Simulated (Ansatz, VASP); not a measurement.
Two plane-wave programs on B2SbN

```
B Sb N
1.0
     3.29756    0.00000    0.00000
    -1.64878    2.85577    0.00000
     0.00000    0.00000    6.97246
B Sb N
2 1 1
Direct
  0.33333 0.66667 0.00000
  0.66667 0.33333 0.50000
  0.33333 0.66667 0.50000
  0.66667 0.33333 0.00000
```

Alike in both runs: functional LDA; k mesh 15 × 15 × 6; occupations gaussian, width 0.1 eV; no spin polarisation.

Ansatz relaxed the structure, and its values are those at the end. VASP's run is a single point on that final structure, the one shown.

```csv
,VASP,Ansatz
version,VASP 6.6.1,Ansatz 0.2.0
potentials or method,"VASP PAW LDA potentials, release 64 (B, Sb, N), cutoff 520 eV","scalar-relativistic, plane waves, PAW"
valence electrons in the cell,16,26
```

|  | VASP | Ansatz | Ansatz less VASP |
| --- | --- | --- | --- |
| gap on the k mesh at the Fermi level (eV) | none | none | - |
| pressure (GPa) | 1.4 | 0.0 | -1.46 |

LDA's correlation is that of Perdew and Zunger in VASP and of Perdew and Wang (1992) in Ansatz. A gap of «none» marks a metal or a gap that the smearing closes. VASP's potentials hold 16 valence electrons a cell and Ansatz's 26, so a difference there can come from the potentials and not from the codes.

Neither program's run includes spin-orbit coupling.
